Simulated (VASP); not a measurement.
Li2S, 3 atoms in the cell. It takes space group Fm-3m (No. 225, cubic). The conventional cell has a = 5.655 Å, b = 5.655 Å, c = 5.655 Å, α = 90.00°, β = 90.00°, γ = 90.00°. Within 3.2 Å of Li (site symmetry -43m) lie 4 S at 2.45 Å and 6 Li at 2.83 Å. S (site symmetry m-3m) has 8 Li at 2.45 Å within 3.2 Å. 

* Program: VASP 6.6.1
* Task: single point
* Functional: LDA
* Potentials or basis: VASP PAW LDA potentials, release 64 (Li_sv, S)
* Cutoff: 750 eV
* k mesh: 8 × 8 × 8
* Occupations: gaussian, width 0.02 eV
* Spin: no spin polarisation
* Dipole correction: no
* Further INCAR settings: ALGO = Normal; EDIFF = 1e-06; NBANDS = 13

Potentials or basis: VASP PAW LDA potentials, release 64 (Li_sv, S).

Run with:

```bash
$ cat potpaw_LDA.64/Li_sv/POTCAR potpaw_LDA.64/S/POTCAR > POTCAR
$ mpirun -np 1 vasp_std > vasp.out
```

Hardware: 1 thread of Oxide Virtual Turin-like Processor, with other jobs on the host.

Task: Estimate the wall time of this run.

Result: It took 47 s on 1 thread of Oxide Virtual Turin-like Processor (shared host), peak memory 0.14 GiB. Counts: scf iterations 12, k points 29.
